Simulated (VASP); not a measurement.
Set up this calculation in VASP 6.6.1, as the native input.

| Property | Result |
| --- | --- |
| Task | single point |
| Functional | PBEsol |
| Potentials or basis | VASP PAW PBE potentials, release 64 (Bi_d) |
| Cutoff | 520 eV |
| k mesh | 9 × 9 × 3 |
| Occupations | fermi-dirac, width 0.03 eV |
| Spin | no spin polarisation |
| Dipole correction | no |
| Further INCAR settings | ALGO = Normal; EDIFF = 1e-06; NBANDS = 22 |

The structure of Bi lies in POSCAR:

```
Bi
1.0
    4.5390002997      0.0000000000      0.0000000000
   -2.2695001499      3.9308895674      0.0000000000
    0.0000000000      0.0000000000     11.7107100000
Bi
2
Direct
    0.3333333333      0.6666666667      0.2500000000
    0.6666666667      0.3333333333      0.7500000000
```

This cell differs from its parent crystal: zz strain of -1 %.

These files were run (other wordings do the same):

INCAR

```
SYSTEM = Bi
ALGO     = Normal         ! electronic algorithm
EDIFF    = 1E-6           ! SCF threshold, eV
ENCUT    = 520            ! plane-wave cutoff, eV
GGA      = PS             ! functional
ISIF     = 2              ! what is computed and relaxed
ISMEAR   = -1             ! smearing method
LASPH    = .True.         ! aspherical terms in the spheres
LCHARG   = .False.        ! write CHGCAR
LREAL    = .False.        ! projectors in reciprocal space
LWAVE    = .False.        ! write WAVECAR
NBANDS   = 22             ! bands
NELM     = 100            ! most SCF steps
PREC     = Accurate       ! precision mode
SIGMA    = 0.03           ! smearing width, eV
```

KPOINTS

```
k-points
0
Gamma
  9 9 3
  0 0 0
```

Potentials or basis: VASP PAW PBE potentials, release 64 (Bi_d).

Launch:

```bash
$ cat potpaw_PBE.64/Bi_d/POTCAR > POTCAR
$ mpirun -np 1 vasp_std > vasp.out
```

Results of the run:

```yaml
Pressure: -3.6 GPa
Band_gap_on_the_k_mesh: zero (band 15 reaches 0.31 eV, above the bottom of band 16 at -1.82 eV)
```

Caveat: the cell differs from its parent crystal (zz strain of -1 %); the PAW data sets were made with another functional, which shifts forces and pressure a little; spin-orbit coupling is left out, which moves the levels of the heavy elements.

Run time: 69 s on 1 thread of Intel(R) Xeon(R) Platinum 8259CL CPU @ 2.50GHz (Skylake/Cascade Lake), with other jobs on the host, peak memory 0.36 GiB.
